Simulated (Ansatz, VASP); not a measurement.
# Two plane-wave programs on Ag

```
Ag
1.0
     4.48094    0.00000    0.00000
    -2.24047    3.88060    0.00000
     0.00000    0.00000    2.68125
Ag
3
Direct
  0.00000 0.00000 0.00000
  0.33333 0.66667 0.50000
  0.66667 0.33333 0.50000
```

Alike in both runs: task single point; functional r2SCAN; k mesh 9 × 9 × 13; occupations fermi-dirac, width 0.1 eV; no spin polarisation.

|  | VASP | Ansatz |
| --- | --- | --- |
| version | VASP 6.6.1 | Ansatz 0.2.0 |
| potentials or method | VASP PAW PBE potentials, release 64 (Ag), cutoff 520 eV | plane waves (500 eV) with PAW, scalar-relativistic |
| valence electrons in the cell | 33 | 57 |

|  | VASP | Ansatz | Ansatz less VASP |
| --- | --- | --- | --- |
| pressure (GPa) | 18.5 | 18.1 | -0.39 |
| traceless stress, the component that is largest in VASP (GPa) | -0.35 | -0.38 | -0.035 |

VASP's potentials were made for PBE, not for r2SCAN. VASP's potentials hold 33 valence electrons a cell and Ansatz's 57, so a difference there can come from the potentials and not from the codes.
